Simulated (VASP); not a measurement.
A run of VASP 6.6.1 is set up as follows.

The input INCAR:

```
SYSTEM = GaN
  PREC = Accurate
  ENCUT = 520
  EDIFF = 1E-6
  ISMEAR = 0
  SIGMA = 0.05
  LREAL = Auto
  LASPH = .TRUE.
  NELM = 60
  ALGO = Normal
  ISIF = 2
  LWAVE = .FALSE.
  LCHARG = .FALSE.
  LDIPOL = .TRUE.
  IDIPOL = 3
  DIPOL = 0.5 0.5 0.500
  GGA = PE
  NBANDS = 86
```

KPOINTS

```
regular mesh
0
G
  8 5 1
  0 0 0
```

The input POSCAR:

```
GaN
1.0
    3.2183708026      0.0000000000      0.0000000000
    0.0000000000      5.2431683762      0.0000000000
    0.0000000000      0.0000000000     24.2906362461
Ga N
8 8
Direct
    0.0000000000     -0.0276088859      0.3202603443
    0.5000000000      0.5078197719      0.3426610057
    0.5000000000      0.0004638098      0.4255577351
    0.0000000000      0.5056612675      0.4606294936
    0.0000000000      0.0056612710      0.5393704992
    0.5000000000      0.5004638009      0.5744422593
    0.5000000000      0.0078197832      0.6573389825
    0.0000000000      0.4723911273      0.6797396559
    0.0000000000      0.6272029400      0.3094885572
    0.5000000000      0.1321681826      0.3460486424
    0.5000000000      0.6261663613      0.4234139074
    0.0000000000      0.1281265355      0.4617198470
    0.0000000000      0.6281265413      0.5382801663
    0.5000000000      0.1261663526      0.5765860996
    0.5000000000      0.6321681946      0.6539513676
    0.0000000000      0.1272029463      0.6905114369
```

Potentials or basis: VASP PAW PBE potentials, release 64 (Ga_d, N).

Launch:

```bash
$ cat potpaw_PBE.64/Ga_d/POTCAR potpaw_PBE.64/N/POTCAR > POTCAR
$ mpirun -np 1 vasp_std > vasp.out
```

Task: Predict the band gap on the k mesh.

Result: 1.46 eV (least direct gap 1.49 eV).

Task: What does it give for the largest force?

Result: 0.041 eV/Å.

Forces on the atoms (eV/Å):
```
Ga   0.000 -0.037 -0.016
Ga   0.000  0.015 -0.038
Ga   0.000 -0.004 -0.006
Ga   0.000  0.003 -0.008
Ga   0.000  0.003  0.008
Ga   0.000 -0.004  0.006
Ga   0.000  0.015  0.038
Ga   0.000 -0.037  0.016
N    0.000  0.018  0.018
N    0.000  0.007  0.006
N    0.000  0.000  0.019
N    0.000 -0.002  0.001
N    0.000 -0.002 -0.001
N    0.000  0.000 -0.019
N    0.000  0.007 -0.006
N    0.000  0.018 -0.018
```
